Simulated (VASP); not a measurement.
# Ga (I4/mmm) in VASP: notebook

Runs on Ga. Level: r2SCAN. Tasks: single point.

Everything below comes from runs of VASP 6.6.1. Logs are shortened: lines on timing, memory, paths and dates and some standing lists are left out, and cuts for length are marked.

**1. The cell of the first run**

Symmetry: I4/mmm, No. 139, tetragonal system. The conventional cell has a = 2.724 Å, b = 2.724 Å, c = 4.458 Å, α = 90.00°, β = 90.00°, γ = 90.00°. Within 3.6 Å of Ga (site symmetry 4/mmm) lie 12 Ga at 2.72 to 2.95 Å.

**2. Single point, r2SCAN (strain -0.030 along x and y, +0.000 along z)**

POSCAR reads:

```
Ga
1.0
   -1.3618800000      1.3618800000      2.2290000000
    1.3618800000     -1.3618800000      2.2290000000
    1.3618800000      1.3618800000     -2.2290000000
Ga
1
Direct
    0.0000000000      0.0000000000      0.0000000000
```

INCAR.step1 reads:

```
  ALGO = Normal
  EDIFF = 1E-4
  ENCUT = 520
  GGA = PE
  ISMEAR = 0
  LASPH = True
  LCHARG = False
  LREAL = False
  LWAVE = True
  NBANDS = 12
  NELM = 100
  PREC = Accurate
  SIGMA = 0.15
```

INCAR.step2 reads:

```
  ALGO = Normal
  EDIFF = 1E-7
  ENCUT = 520
  ISIF = 2
  ISMEAR = 0
  ISTART = 1
  LASPH = True
  LCHARG = False
  LMIXTAU = True
  LREAL = False
  LWAVE = False
  METAGGA = R2SCAN
  NBANDS = 12
  NELM = 100
  PREC = Accurate
  SIGMA = 0.15
```

KPOINTS reads:

```
k-points
0
Gamma
  24 24 24
```

Potentials or basis: VASP PAW PBE potentials, release 64 (Ga_d).

Launch:

```bash
$ cat potpaw_PBE.64/Ga_d/POTCAR > POTCAR
$ cp INCAR.step1 INCAR
$ mpirun -np 1 vasp_std > vasp.out
$ cp INCAR.step2 INCAR
$ mpirun -np 1 vasp_std > vasp.out
```

OUTCAR:

```text
EDIFF = 1E-7
   ENCUT = 520
   ISIF = 2
   ISMEAR = 0
   ISTART = 1
   LASPH = True
   LREAL = False
   METAGGA = R2SCAN
   NELM = 100
   PREC = Accurate

 ion  position               nearest neighbor table
   1  0.000  0.000  0.000-

  LATTYP: Found a body centered tetragonal cell.
 ALAT       =     2.7237600000
 C/A-ratio  =     1.6367080800

  Lattice vectors:

 A1 = (  -1.3618800000,   1.3618800000,   2.2290000000)
 A2 = (   1.3618800000,  -1.3618800000,   2.2290000000)
 A3 = (   1.3618800000,   1.3618800000,  -2.2290000000)

Analysis of symmetry for initial positions (statically):
=====================================================================
 Subroutine PRICEL returns:
 Original cell was already a primitive cell.

 Routine SETGRP: Setting up the symmetry group for a
 body centered tetragonal supercell.

 Subroutine GETGRP returns: Found 16 space group operations
 (whereof 16 operations were pure point group operations)
 out of a pool of 16 trial point group operations.

The static configuration has the point symmetry D_4h.

Analysis of symmetry for dynamics (positions and initial velocities):
=====================================================================
 Subroutine PRICEL returns:
 Original cell was already a primitive cell.

 Routine SETGRP: Setting up the symmetry group for a
 body centered tetragonal supercell.

 Subroutine GETGRP returns: Found 16 space group operations
 (whereof 16 operations were pure point group operations)
 out of a pool of 16 trial point group operations.

The dynamic configuration has the point symmetry D_4h.

 Subroutine INISYM returns: Found 16 space group operations
 (whereof 16 operations are pure point group operations),
 and found     1 'primitive' translations

----------------------------------------------------------------------------------------

                                     Primitive cell

  volume of cell :      16.5367

  direct lattice vectors                    reciprocal lattice vectors
    -1.361880000  1.361880000  2.229000000     0.000000000  0.367139542  0.224315837
     1.361880000 -1.361880000  2.229000000     0.367139542  0.000000000  0.224315837
     1.361880000  1.361880000 -2.229000000     0.367139542  0.367139542  0.000000000

  length of vectors
     2.945823360  2.945823360  2.945823360     0.430242999  0.430242999  0.519213720

  position of ions in fractional coordinates (direct lattice)
     0.000000000  0.000000000  0.000000000

  ion indices of the primitive-cell ions
   primitive index   ion index
                 1           1

----------------------------------------------------------------------------------------

 KPOINTS: k-points

Automatic generation of k-mesh.
 Grid dimensions read from file:
 generate k-points for:   24   24   24

 Generating k-lattice:

  Cartesian coordinates                     Fractional coordinates (reciprocal lattice)
     0.000000000  0.015297481  0.009346493     0.041666667  0.000000000  0.000000000
     0.015297481  0.000000000  0.009346493     0.000000000  0.041666667  0.000000000
     0.015297481  0.015297481  0.000000000     0.000000000  0.000000000  0.041666667

  Length of vectors
     0.017926792  0.017926792  0.021633905

  Shift w.r.t. Gamma in fractional coordinates (k-lattice)
     0.000000000  0.000000000  0.000000000

 Subroutine IBZKPT returns following result:
 ===========================================

 Found   1063 irreducible k-points:

 Following reciprocal coordinates:
            Coordinates               Weight
  0.000000  0.000000  0.000000      1.000000
  0.041667  0.000000  0.000000      8.000000
  0.083333 -0.000000  0.000000      8.000000
  0.125000  0.000000  0.000000      8.000000
  0.166667 -0.000000  0.000000      8.000000
  0.208333  0.000000  0.000000      8.000000
[... 16 lines left out ...]
  0.416667  0.041667  0.000000     16.000000
  0.458333  0.041667  0.000000     16.000000
 [... further k-points ...]
   k-points           NKPTS =   1063   k-points in BZ     NKDIM =   1063   number of bands    NBANDS=     12
   number of dos      NEDOS =    301   number of ions     NIONS =      1
   total plane-waves  NPLWV =  13824
   dimension x,y,z NGX =    24 NGY =   24 NGZ =   24
   dimension x,y,z NGXF=    48 NGYF=   48 NGZF=   48
   ions per type =               1
   NGX,Y,Z   is equivalent  to a cutoff of  13.54, 13.54, 13.54 a.u.
   NGXF,Y,Z  is equivalent  to a cutoff of  27.09, 27.09, 27.09 a.u.
 SYSTEM =  unknown system
   PREC   = accura    normal or accurate (medium, high low for compatibility)
   ISTART =      1    job   : 0-new  1-cont  2-samecut
   ICHARG =      0    charge: 1-file 2-atom 10-const
   ISPIN  =      1    spin polarized calculation?
   LNONCOLLINEAR =      F non collinear calculations
   LSORBIT =      F    spin-orbit coupling
   LASPH  =      T    aspherical Exc in radial PAW
   ENCUT  =  520.0 eV  38.22 Ry    6.18 a.u.   5.48  5.48  5.48*2*pi/ulx,y,z
   NELM   =    100;   NELMIN=  2; NELMDL=  0     # of ELM steps
   EDIFF  = 0.1E-06   stopping-criterion for ELM
   LREAL  =      F    real-space projection
   EDIFFG = 0.1E-05   stopping-criterion for IOM
   NSW    =      0    number of steps for IOM
   IBRION =     -1    ionic relax: 0-MD 1-quasi-New 2-CG
   NFREE  =      0    steps in history (QN), initial steepest desc. (CG)
   ISIF   =      2    stress and relaxation
   ISYM   =      2    0-nonsym 1-usesym 2-fastsym
   POTIM  = 0.5000    time-step for ionic-motion
   TEBEG  =    0.0;   TEEND  =   0.0 temperature during run
   PSTRESS=    0.0 pullay stress
   NELECT =      13.0000    total number of electrons
   NUPDOWN=      -1.0000    fix difference up-down
   EMIN   =  10.00;   EMAX   =-10.00  energy-range for DOS
   EFERMI =   0.00;   METHOD = LEGACY
   ISMEAR =     0;   SIGMA  =   0.15  broadening in eV -4-tet -1-fermi 0-gaus
   EFERMI_NEDOS =   21; number of points for ismear=-14 and -15
   IALGO  =     38    algorithm
   IMIX   =      4    mixing-type and parameters
     AMIX     =   0.40;   BMIX     =  1.00
     AMIX_MAG =   1.60;   BMIX_MAG =  1.00
  volume/ion in A,a.u.               =      16.54       111.59
  Fermi-wavevector in a.u.,A,eV,Ry     =   1.510915  2.855215 31.060252  2.282864
  Thomas-Fermi vector in A             =   2.621042
   LORBIT       =      0    0 simple, 1 ext, 2 COOP (PROOUT), +10 PAW based schemes
   METAGGA = R2SCAN    functional components
   LHFCALC =     F    Hartree Fock is set to
   AEXX    =    0.0000 exact exchange contribution
   IVDW    =     0    specifies the selected vdW correction
   LEPSILON=     F    determine dielectric tensor
   LRPA    =     F    only Hartree local field effects (RPA)
 non-spin polarized calculation
 Gauss-broadening in eV      SIGMA  =   0.15
  energy-cutoff  :      520.00
  volume of cell :       16.54
 maximum number of plane-waves:       461
 NGX is ok and might be reduce to    24
   NGX = 11   NGY = 11   NGZ = 11

 number of electron      13.0000006 magnetization

 Free energy of the ion-electron system (eV)
  ---------------------------------------------------
  ext. energy  EPLUGINS =         0.00000000
  ---------------------------------------------------
  free energy    TOTEN  =       -11.29019893 eV

  energy without entropy =      -11.28652064  energy(sigma->0) =      -11.28835978

 E-fermi :   6.7812     XC(G=0): -12.9593

 val. band max:        6.7799935183   @ k =   0.2500   0.1667   0.1667
 cond. band min:       6.8037533328   @ k =   0.3333   0.2917   0.0000
 fundamental gap:      0.0237598145
 Fermi energy:         6.7812162751

 k-point     1 :       0.0000    0.0000    0.0000
  band No.  band energies     occupation
      1      -8.9845      2.00000
      2      -8.7927      2.00000
      3      -8.7788      2.00000
      4      -8.7788      2.00000
      5      -8.5775      2.00000
      6      -5.9983      2.00000
      7      21.3413      0.00000
      8      21.3414      0.00000
      9      21.3723      0.00000
     10      24.4423      0.00000
     11      24.4879      0.00000
     12      25.4701      0.00000

 k-point     2 :       0.0417    0.0000    0.0000
  band No.  band energies     occupation
      1      -8.9809      2.00000
      2      -8.7920      2.00000
      3      -8.7799      2.00000
      4      -8.7763      2.00000
      5      -8.5794      2.00000
      6      -5.9462      2.00000
      7      20.5501      0.00000
      8      21.1244      0.00000
      9      21.2744      0.00000
     10      23.7799      0.00000
     11      24.9186      0.00000
     12      25.6295      0.00000

 k-point     3 :       0.0833   -0.0000    0.0000
  band No.  band energies     occupation
      1      -8.9713      2.00000
      2      -8.7945      2.00000
      3      -8.7780      2.00000
      4      -8.7692      2.00000
      5      -8.5849      2.00000
      6      -5.7891      2.00000
      7      18.8344      0.00000
      8      20.5401      0.00000
      9      21.1045      0.00000
     10      23.3911      0.00000
     11      24.8265      0.00000
     12      26.0749      0.00000
[... 286 lines left out ...]
 k-point    23 :       0.4167    0.0417    0.0000
  band No.  band energies     occupation
      1      -8.9839      2.00000
      2      -8.9255      2.00000
      3      -8.7566      2.00000
      4      -8.5694      2.00000
      5      -8.5258      2.00000
      6      -0.2923      2.00000
      7       4.1351      2.00000
      8      15.9913      0.00000
      9      19.5562      0.00000
     10      20.5232      0.00000
     11      23.3022      0.00000
     12      25.7626      0.00000

 k-point    24 :       0.4583    0.0417    0.0000
  band No.  band energies     occupation
      1      -8.9921      2.00000
      2      -8.9278      2.00000
      3      -8.7617      2.00000
      4      -8.5649      2.00000
      5      -8.5092      2.00000
      6       0.8546      2.00000
      7       2.7421      2.00000
      8      15.8201      0.00000
      9      19.7136      0.00000
     10      20.4962      0.00000
     11      23.0743      0.00000
     12      25.9178      0.00000

 [... further k-points ...]

------------------------ aborting loop because EDIFF is reached ----------------------------------------

  FORCE on cell =-STRESS in cart. coord.  units (eV):
  Direction    XX          YY          ZZ          XY          YZ          ZX
  --------------------------------------------------------------------------------------
  -------------------------------------------------------------------------------------
  Total        0.6044228      0.6044228      0.5079058      0.0000000     -0.0000000      0.0000000
  in kB       58.5603476     58.5603476     49.2091666      0.0000000     -0.0000000      0.0000000
  external PRESSURE =      55.4432873 kB  Pullay stress =       0.0000000 kB

 VOLUME and BASIS-vectors are now :
 -----------------------------------------------------------------------------
  energy-cutoff  :      520.00
  volume of cell :       16.54
      direct lattice vectors                 reciprocal lattice vectors
    -1.361880000  1.361880000  2.229000000     0.000000000  0.367139542  0.224315837
     1.361880000 -1.361880000  2.229000000     0.367139542  0.000000000  0.224315837
     1.361880000  1.361880000 -2.229000000     0.367139542  0.367139542  0.000000000

 POSITION                                       TOTAL-FORCE (eV/Angst)
 -----------------------------------------------------------------------------------
      0.00000      0.00000      0.00000        -0.000000     -0.000000     -0.000000
 -----------------------------------------------------------------------------------
    total drift:                                0.000000      0.000000      0.000000

  FREE ENERGIE OF THE ION-ELECTRON SYSTEM (eV)
  ---------------------------------------------------
  free  energy   TOTEN  =       -11.2901989286 eV

  energy  without entropy=      -11.2865206376  energy(sigma->0) =      -11.28835978
```

It took 13 min on 1 thread of AMD EPYC 7R13 (Zen 3), shared host; peak memory 0.28 GiB.

Results:

```
Free energy            : -11.2902 eV
Pressure               : 5.5 GPa
Band gap on the k mesh : zero (an odd number of electrons rules out a gap without spin polarisation)
```

Stress tensor (GPa, compression positive):
```
5.86 0.00 0.00
0.00 5.86 0.00
0.00 0.00 4.92
```

Levels at points of the mesh, in eV from the Fermi level:
```csv
k point,band 4,band 5,band 6,band 7,band 8,band 9
"(0.00, 0.00, 0.00)",-15.56,-15.36,-12.78,14.56,14.56,14.59
"(0.50, 0.00, 0.00)",-15.34,-15.28,-5.20,-4.92,9.16,13.33
"(0.50, 0.50, 0.00)",-15.34,-15.18,-2.57,-0.78,4.23,5.57
"(0.50, 0.50, 0.50)",-15.30,-15.29,-4.50,-4.36,7.62,7.62
```

Caveat: the cell differs from its parent crystal (strain -0.030 along x and y, +0.000 along z); the cell stands under pressure; the PAW data sets were made with another functional, which shifts forces and pressure a little.

(Continued in part 2 of 2.)

The gap in the log of VASP goes by the Fermi energy; the results here count the filled bands.